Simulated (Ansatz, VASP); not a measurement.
# NaI in VASP and in Ansatz

```
Na I
1.0
     4.62221    0.00000    0.00000
     0.00000    4.26970    0.00000
     0.00000    0.00000    7.79838
Na I
2 2
Direct
  0.25000 0.50000 0.27503
  0.75000 0.50000 0.72497
  0.25000 0.00000 0.74243
  0.75000 0.00000 0.25757
```

Alike in both runs: task single point; functional LDA; k mesh 4 × 5 × 3; occupations gaussian, width 0.2 eV; no spin polarisation.

|  | VASP | Ansatz |
| --- | --- | --- |
| version | VASP 6.6.1 | Ansatz 0.2.0 |
| potentials or method | VASP PAW LDA potentials, release 64 (Na_pv, I), cutoff 520 eV | plane waves, PAW |
| valence electrons in the cell | 28 | 52 |

```tsv
	VASP	Ansatz	Ansatz less VASP
gap on the k mesh at the Fermi level (eV)	2.49	2.48	-0.010
```

LDA's correlation is that of Perdew and Zunger in VASP and of Perdew and Wang (1992) in Ansatz. VASP's potentials hold 28 valence electrons a cell and Ansatz's 52, so a difference there can come from the potentials and not from the codes.

Spin-orbit coupling is off throughout.
